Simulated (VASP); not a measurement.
# PC5 (P6/mmm) in VASP: single point with PBE

Aim: the single point of PC5 with PBE.

All numbers are computed with VASP 6.6.1; they aren't measurements. Logs are shortened: lines on timing, memory, paths and dates and some standing lists are left out, and cuts for length are marked.

**1. The cell of the first run**

It takes space group P6/mmm (No. 191, hexagonal). Conventional cell: a = 4.870 Å, b = 4.870 Å, c = 3.767 Å, α = 90.00°, β = 90.00°, γ = 120.00°. Within 3.7 Å of P (site symmetry 6/mmm) lie 18 C at 2.81 to 3.08 Å. Within 3.1 Å of C (site symmetry -6m2) lie 9 C at 2.35 to 2.81 Å and 3 P at 2.81 Å. C (site symmetry mmm) has 8 C at 2.35 to 2.43 Å and 4 P at 3.08 Å within 3.1 Å.

**2. Single point, PBE**

File INCAR:

```
PREC = Accurate
ENCUT = 520
EDIFF = 1E-6
ISMEAR = 0
SIGMA = 0.1
LREAL = F
LASPH = T
NELM = 100
ALGO = Normal
ISIF = 2
LWAVE = F
LCHARG = T
GGA = PE
LELF = T
LVHAR = T
NBANDS = 22
```

File KPOINTS:

```
regular mesh
0
Gamma
  6 6 4
```

File POSCAR:

```
PC5
1.0
    4.8695329600      0.0000000000      0.0000000000
   -2.4347664800      4.2171392400      0.0000000000
    0.0000000000      0.0000000000      3.7669512300
P C
1 5
Direct
    0.0000000000      0.0000000000      0.0000000000
    0.6666666700      0.3333333300      0.0000000000
    0.5000000000      0.0000000000      0.5000000000
    0.5000000000      0.5000000000      0.5000000000
    0.0000000000      0.5000000000      0.5000000000
    0.3333333300      0.6666666700      0.0000000000
```

Potentials or basis: VASP PAW PBE potentials, release 64 (P, C).

On the command line:

```sh
$ cat potpaw_PBE.64/P/POTCAR potpaw_PBE.64/C/POTCAR > POTCAR
$ mpirun -np 1 vasp_std > vasp.out
```

OUTCAR:

```text
PREC = Accurate
   ENCUT = 520
   EDIFF = 1E-6
   ISMEAR = 0
   LREAL = F
   LASPH = T
   NELM = 100
   ISIF = 2
   GGA = PE

 ion  position               nearest neighbor table
   1  0.000  0.000  0.000-
   2  0.667  0.333  0.000-
   3  0.500  0.000  0.500-
   4  0.500  0.500  0.500-
   5  0.000  0.500  0.500-
   6  0.333  0.667  0.000-

  LATTYP: Found a hexagonal cell.
 ALAT       =     4.8695329600
 C/A-ratio  =     0.7735754663

  Lattice vectors:

 A1 = (   4.8695329600,   0.0000000000,   0.0000000000)
 A2 = (  -2.4347664800,   4.2171392400,   0.0000000000)
 A3 = (   0.0000000000,   0.0000000000,   3.7669512300)

Analysis of symmetry for initial positions (statically):
=====================================================================
 Subroutine PRICEL returns:
 Original cell was already a primitive cell.

 Routine SETGRP: Setting up the symmetry group for a
 hexagonal supercell.

 Subroutine GETGRP returns: Found 24 space group operations
 (whereof 24 operations were pure point group operations)
 out of a pool of 24 trial point group operations.

The static configuration has the point symmetry D_6h.

Analysis of symmetry for dynamics (positions and initial velocities):
=====================================================================
 Subroutine PRICEL returns:
 Original cell was already a primitive cell.

 Routine SETGRP: Setting up the symmetry group for a
 hexagonal supercell.

 Subroutine GETGRP returns: Found 24 space group operations
 (whereof 24 operations were pure point group operations)
 out of a pool of 24 trial point group operations.

The dynamic configuration has the point symmetry D_6h.

 Subroutine INISYM returns: Found 24 space group operations
 (whereof 24 operations are pure point group operations),
 and found     1 'primitive' translations

----------------------------------------------------------------------------------------

                                     Primitive cell

  volume of cell :      77.3562

  direct lattice vectors                    reciprocal lattice vectors
     4.869532960  0.000000000  0.000000000     0.205358503  0.118563787  0.000000000
    -2.434766480  4.217139240  0.000000000     0.000000000  0.237127575  0.000000000
     0.000000000  0.000000000  3.766951230     0.000000000  0.000000000  0.265466670

  length of vectors
     4.869532960  4.869532953  3.766951230     0.237127574  0.237127575  0.265466670

  position of ions in fractional coordinates (direct lattice)
     0.000000000  0.000000000  0.000000000
     0.666666670  0.333333330  0.000000000
     0.500000000  0.000000000  0.500000000
     0.500000000  0.500000000  0.500000000
     0.000000000  0.500000000  0.500000000
     0.333333330  0.666666670  0.000000000

  ion indices of the primitive-cell ions
   primitive index   ion index
                 1           1
                 2           2
                 3           3
                 4           4
                 5           5
                 6           6

----------------------------------------------------------------------------------------

 KPOINTS: regular mesh

Automatic generation of k-mesh.
 Grid dimensions read from file:
 generate k-points for:    6    6    4

 Generating k-lattice:

  Cartesian coordinates                     Fractional coordinates (reciprocal lattice)
     0.034226417  0.019760631  0.000000000     0.166666667  0.000000000  0.000000000
     0.000000000  0.039521262  0.000000000     0.000000000  0.166666667  0.000000000
     0.000000000  0.000000000  0.066366668     0.000000000  0.000000000  0.250000000

  Length of vectors
     0.039521262  0.039521262  0.066366668

  Shift w.r.t. Gamma in fractional coordinates (k-lattice)
     0.000000000  0.000000000  0.000000000

 Subroutine IBZKPT returns following result:
 ===========================================

 Found     21 irreducible k-points:

 Following reciprocal coordinates:
            Coordinates               Weight
  0.000000  0.000000  0.000000      1.000000
  0.166667 -0.000000  0.000000      6.000000
  0.333333  0.000000  0.000000      6.000000
  0.500000  0.000000  0.000000      3.000000
  0.166667  0.166667  0.000000      6.000000
  0.333333  0.166667  0.000000     12.000000
[... 13 lines left out ...]
  0.333333  0.166667  0.500000     12.000000
  0.333333  0.333333  0.500000      2.000000
   k-points           NKPTS =     21   k-points in BZ     NKDIM =     21   number of bands    NBANDS=     22
   number of dos      NEDOS =    301   number of ions     NIONS =      6
   total plane-waves  NPLWV =  36288
   dimension x,y,z NGX =    36 NGY =   36 NGZ =   28
   dimension x,y,z NGXF=    72 NGYF=   72 NGZF=   56
   ions per type =               1   5
   NGX,Y,Z   is equivalent  to a cutoff of  12.29, 12.29, 12.36 a.u.
   NGXF,Y,Z  is equivalent  to a cutoff of  24.58, 24.58, 24.71 a.u.
 SYSTEM =  unknown system
   PREC   = accura    normal or accurate (medium, high low for compatibility)
   ISTART =      0    job   : 0-new  1-cont  2-samecut
   ICHARG =      2    charge: 1-file 2-atom 10-const
   ISPIN  =      1    spin polarized calculation?
   LNONCOLLINEAR =      F non collinear calculations
   LSORBIT =      F    spin-orbit coupling
   LASPH  =      T    aspherical Exc in radial PAW
   ENCUT  =  520.0 eV  38.22 Ry    6.18 a.u.   9.05  9.05  7.00*2*pi/ulx,y,z
   NELM   =    100;   NELMIN=  2; NELMDL= -5     # of ELM steps
   EDIFF  = 0.1E-05   stopping-criterion for ELM
   LREAL  =      F    real-space projection
   EDIFFG = 0.1E-04   stopping-criterion for IOM
   NSW    =      0    number of steps for IOM
   IBRION =     -1    ionic relax: 0-MD 1-quasi-New 2-CG
   NFREE  =      0    steps in history (QN), initial steepest desc. (CG)
   ISIF   =      2    stress and relaxation
   ISYM   =      2    0-nonsym 1-usesym 2-fastsym
   POTIM  = 0.5000    time-step for ionic-motion
   TEBEG  =    0.0;   TEEND  =   0.0 temperature during run
   PSTRESS=    0.0 pullay stress
   NELECT =      25.0000    total number of electrons
   NUPDOWN=      -1.0000    fix difference up-down
   EMIN   =  10.00;   EMAX   =-10.00  energy-range for DOS
   EFERMI =   0.00;   METHOD = LEGACY
   ISMEAR =     0;   SIGMA  =   0.10  broadening in eV -4-tet -1-fermi 0-gaus
   EFERMI_NEDOS =   21; number of points for ismear=-14 and -15
   IALGO  =     38    algorithm
   IMIX   =      4    mixing-type and parameters
     AMIX     =   0.40;   BMIX     =  1.00
     AMIX_MAG =   1.60;   BMIX_MAG =  1.00
  volume/ion in A,a.u.               =      12.89        87.00
  Fermi-wavevector in a.u.,A,eV,Ry     =   1.123457  2.123026 17.172667  1.262155
  Thomas-Fermi vector in A             =   2.260123
   LORBIT       =      0    0 simple, 1 ext, 2 COOP (PROOUT), +10 PAW based schemes
   GGA     = PE    functional components
   LHFCALC =     F    Hartree Fock is set to
   AEXX    =    0.0000 exact exchange contribution
   IVDW    =     0    specifies the selected vdW correction
   LEPSILON=     F    determine dielectric tensor
   LRPA    =     F    only Hartree local field effects (RPA)
 non-spin polarized calculation
 Gauss-broadening in eV      SIGMA  =   0.10
  energy-cutoff  :      520.00
  volume of cell :       77.36
 maximum number of plane-waves:      2104
   NGX = 19   NGY = 19   NGZ = 15

 number of electron      24.9999999 magnetization

 Free energy of the ion-electron system (eV)
  ---------------------------------------------------
  ext. energy  EPLUGINS =         0.00000000
  ---------------------------------------------------
  free energy    TOTEN  =       -25.23864498 eV

  energy without entropy =      -25.21181795  energy(sigma->0) =      -25.22523146

 E-fermi :   3.3934     XC(G=0): -10.4186

 val. band max:        3.3907533131   @ k =   0.1667   0.1667   0.2500
 cond. band min:       3.4350537035   @ k =   0.3333   0.0000   0.0000
 fundamental gap:      0.0443003904
 Fermi energy:         3.3933733841

 k-point     1 :       0.0000    0.0000    0.0000
  band No.  band energies     occupation
      1     -10.6163      2.00000
      2      -5.5194      2.00000
      3      -5.1350      2.00000
      4      -4.5506      2.00000
      5      -4.5506      2.00000
      6      -2.7562      2.00000
[... 14 lines left out ...]
     21       6.7839      0.00000
     22       8.7947      0.00000

 k-point     2 :       0.1667   -0.0000    0.0000
  band No.  band energies     occupation
      1     -10.4361      2.00000
      2      -6.4491      2.00000
      3      -5.3987      2.00000
      4      -4.6927      2.00000
      5      -3.7496      2.00000
      6      -2.7865      2.00000
[... 14 lines left out ...]
     21       6.5520      0.00000
     22       8.3088      0.00000

 k-point     3 :       0.3333    0.0000    0.0000
  band No.  band energies     occupation
      1      -9.9138      2.00000
      2      -7.7282      2.00000
      3      -5.7959      2.00000
      4      -4.9299      2.00000
      5      -2.9045      2.00000
      6      -2.5992      2.00000
[... 14 lines left out ...]
     21       6.4952      0.00000
     22       7.1306      0.00000
[... 401 lines left out ...]
 k-point    20 :       0.3333    0.1667    0.5000
  band No.  band energies     occupation
      1      -7.5843      2.00000
      2      -7.1857      2.00000
      3      -6.4153      2.00000
      4      -6.1910      2.00000
      5      -5.3554      2.00000
      6      -4.2755      2.00000
[... 14 lines left out ...]
     21       7.3960      0.00000
     22       7.4120      0.00000

 k-point    21 :       0.3333    0.3333    0.5000
  band No.  band energies     occupation
      1      -7.0255      2.00000
      2      -7.0255      2.00000
      3      -6.4162      2.00000
      4      -6.4162      2.00000
      5      -6.2080      2.00000
      6      -4.4879      2.00000
[... 14 lines left out ...]
     21       7.0757      0.00000
     22       7.4322      0.00000

------------------------ aborting loop because EDIFF is reached ----------------------------------------

  FORCE on cell =-STRESS in cart. coord.  units (eV):
  Direction    XX          YY          ZZ          XY          YZ          ZX
  --------------------------------------------------------------------------------------
  -------------------------------------------------------------------------------------
  Total      -11.4816610    -11.4816609    -14.5784718      0.0000000      0.0000000      0.0000000
  in kB     -237.8044916   -237.8044907   -301.9446481      0.0000000      0.0000000      0.0000000
  external PRESSURE =    -259.1845434 kB  Pullay stress =       0.0000000 kB

 VOLUME and BASIS-vectors are now :
 -----------------------------------------------------------------------------
  energy-cutoff  :      520.00
  volume of cell :       77.36
      direct lattice vectors                 reciprocal lattice vectors
     4.869532960  0.000000000  0.000000000     0.205358503  0.118563787  0.000000000
    -2.434766480  4.217139240  0.000000000     0.000000000  0.237127575  0.000000000
     0.000000000  0.000000000  3.766951230     0.000000000  0.000000000  0.265466670

 POSITION                                       TOTAL-FORCE (eV/Angst)
 -----------------------------------------------------------------------------------
      0.00000      0.00000      0.00000         0.000000      0.000000     -0.000000
      2.43477      1.40571      0.00000        -0.000000      0.000000     -0.000000
      2.43477      0.00000      1.88348         0.000000      0.000000     -0.000000
      1.21738      2.10857      1.88348         0.000000      0.000000     -0.000000
     -1.21738      2.10857      1.88348         0.000000      0.000000     -0.000000
     -0.00000      2.81143      0.00000         0.000000     -0.000000      0.000000
 -----------------------------------------------------------------------------------
    total drift:                                0.000000      0.000000      0.000000

  FREE ENERGIE OF THE ION-ELECTRON SYSTEM (eV)
  ---------------------------------------------------
  free  energy   TOTEN  =       -25.2386449769 eV

  energy  without entropy=      -25.2118179500  energy(sigma->0) =      -25.22523146
```

Wall time 38 s (1 thread of AMD EPYC 7R43 (Zen 3), shared host); peak memory 0.15 GiB.

What came out:

* Free energy: -25.2386 eV
* Pressure: -25.9 GPa

Caveat: the k points lie up to 0.42 Å⁻¹ apart.
